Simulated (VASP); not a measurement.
A run of VASP 6.6.1 is set up as follows.

The input POSCAR:

```
GaAs
1.0
    0.0000000000      2.8270000000      2.8270000000
    2.8270000000      0.0000000000      2.8270000000
    2.8270000000      2.8270000000      0.0000000000
Ga As
1 1
Direct
    0.0000000000      0.0000000000      0.0000000000
    0.2500000000      0.2500000000      0.2500000000
```

Contents of INCAR.step1:

```
  ALGO = Normal
  EDIFF = 1E-8
  ENCUT = 500
  GGA = PE
  ISMEAR = 0
  LASPH = T
  LCHARG = F
  LREAL = F
  LWAVE = T
  NELM = 80
  PREC = Accurate
  SIGMA = 0.01
```

File INCAR.step2:

```
  ALGO = Exact
  EDIFF = 1E-8
  ENCUT = 500
  GGA = PE
  ISMEAR = 0
  ISTART = 1
  LASPH = T
  LCHARG = F
  LOPTICS = T
  LREAL = F
  LWAVE = T
  NBANDS = 82
  NELM = 1
  PREC = Accurate
  SIGMA = 0.01
```

File INCAR.step3:

```
  ALGO = EVGW0
  EDIFF = 1E-8
  ENCUT = 500
  ENCUTGW = 100.0
  GGA = PE
  ISMEAR = 0
  ISTART = 1
  LASPH = T
  LCHARG = F
  LREAL = F
  LWAVE = F
  NBANDS = 82
  NBANDSGW = 17
  NELMGW = 1
  NOMEGA = 48
  PREC = Accurate
  PRECFOCK = Fast
  SIGMA = 0.01
```

KPOINTS

```
k-points
0
Gamma
  2 2 2
```

Potentials or basis: VASP PAW PBE potentials, release 64 (Ga_d_GW, As_GW).

The run is started by

```sh
$ cat potpaw_PBE.64/Ga_d_GW/POTCAR potpaw_PBE.64/As_GW/POTCAR > POTCAR
$ cp INCAR.step1 INCAR
$ mpirun -np 1 vasp_std > vasp.out
$ cp INCAR.step2 INCAR
$ mpirun -np 1 vasp_std > vasp.out
$ cp INCAR.step3 INCAR
$ mpirun -np 1 vasp_std > vasp.out
```

(1) Predict the quasiparticle gap.

(2) What does it give for the least direct quasiparticle gap?

(3) Predict the least direct gap of the starting levels on the mesh.

Answers

(1) 1.43 eV.

(2) 1.46 eV.

(3) 0.44 eV.

Caveat: the k points lie up to 0.96 Å⁻¹ apart; bands, screening cutoff and mesh are small and nothing is extrapolated, so the quasiparticle values aren't converged.
